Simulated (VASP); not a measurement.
Input of a VASP 6.6.1 run:

The input INCAR:

```
PREC = Accurate
ENCUT = 520
EDIFF = 1E-6
ISMEAR = 0
SIGMA = 0.02
LREAL = Auto
LASPH = T
NELM = 120
ALGO = Normal
ISIF = 2
LWAVE = F
LCHARG = F
GGA = PE
IVDW = 12
NBANDS = 116
NELECT = 188.0
GGA_COMPAT = F
```

KPOINTS

```
Automatic mesh
0
Gamma
  2 2 2
```

The input POSCAR:

```
Si12O23
1.0
   -2.4986000000      4.3277020000      5.4571000000
    4.9972000000      0.0000000000      5.4571000000
    4.9972000000      8.6554040000      0.0000000000
Si O
12 23
Direct
    0.7599151116      0.2350642730      0.1243577829
    0.1566268532      0.1763930658      0.1942404600
    0.5676501956      0.0764670095      0.9685365482
    0.7534728174      0.2422465207      0.6323368824
    0.1741433789      0.1651335264      0.6933205372
    0.5860511832      0.0833946763      0.4572605880
    0.2581595689      0.7378905310      0.3679074157
    0.6953684405      0.6434996396      0.4142990448
    0.0260160948      0.6286710100      0.2066227174
    0.2443701318      0.7264209477      0.8564110805
    0.6631545540      0.6638106840      0.9150928958
    0.0941505988      0.6059611822      0.7016762320
    0.9828599378      0.1494489809      0.1410442634
    0.3500976610      0.1786238211      0.0527219356
    0.2087797894      0.9817992727      0.3256495350
    0.0879790918      0.3735629360      0.2499335338
    0.7285071119      0.1135742134      0.0285141300
    0.9794107598      0.1766486856      0.6443654272
    0.3611179340      0.1594715733      0.5470469310
    0.1056025871      0.6563834494      0.5231165954
    0.2121339046      0.9745341058      0.8282640159
    0.1422939578      0.3604609853      0.7479812790
    0.7377255752      0.1314901255      0.5212508339
    0.4923030205      0.6596311570      0.3656618725
    1.0779318188      0.6784276028      0.0204076334
    0.6030711742      0.2113861383      0.2857850047
    0.6766919744      0.4780180364      0.5806521323
    0.6490307610      0.8529151443      0.4628879573
    0.2162161535      0.6640370946      0.2477170240
    0.4796527901      0.6475517691      0.8697926360
    0.8534275298      0.6916858088      0.7734208562
    0.6046447005      0.1732955975      0.7930195887
    0.7253554019      0.4662529615      0.0406569094
    0.5957549486      0.8418084093      0.9969197414
    0.2523110242      0.7385504223      0.6793830855
```

Potentials or basis: VASP PAW PBE potentials, release 64 (Si, O).

Command:

```bash
$ cat potpaw_PBE.64/Si/POTCAR potpaw_PBE.64/O/POTCAR > POTCAR
$ mpirun -np 1 vasp_std > vasp.out
```

Question: Estimate the dispersion energy per atom.

Answer: -0.135 eV.

Question: Estimate the largest force.

Answer: 0.069 eV/Å.

Forces on the atoms (eV/Å):
```
Si  -0.008 -0.005  0.009
Si  -0.005  0.001  0.007
Si   0.008 -0.013 -0.007
Si  -0.024  0.014 -0.022
Si  -0.005 -0.033  0.010
Si   0.003 -0.003 -0.006
Si  -0.018  0.000  0.029
Si  -0.007 -0.003  0.025
Si   0.024  0.025 -0.028
Si  -0.003  0.031  0.012
Si   0.011  0.032 -0.005
Si   0.017 -0.019 -0.053
O    0.013  0.009  0.011
O   -0.004  0.017 -0.009
O   -0.014  0.006 -0.009
O    0.028 -0.014  0.018
O    0.017 -0.008 -0.006
O    0.012  0.008  0.011
O    0.011  0.014 -0.007
O    0.011  0.018 -0.018
O   -0.021  0.025 -0.025
O    0.007 -0.006  0.011
O    0.012 -0.003 -0.001
O    0.006  0.008  0.004
O   -0.007 -0.016 -0.010
O   -0.010  0.009 -0.003
O    0.009 -0.013  0.013
O   -0.019 -0.010 -0.005
O   -0.008 -0.018 -0.012
O    0.017 -0.020 -0.012
O   -0.007  0.011  0.003
O   -0.016  0.004  0.010
O   -0.006 -0.018 -0.003
O   -0.012 -0.011  0.004
O   -0.012 -0.021  0.065
```

Caveat: the k points lie up to 0.46 Å⁻¹ apart; the cell carries a net charge on a neutralising background, which shifts energy and pressure.
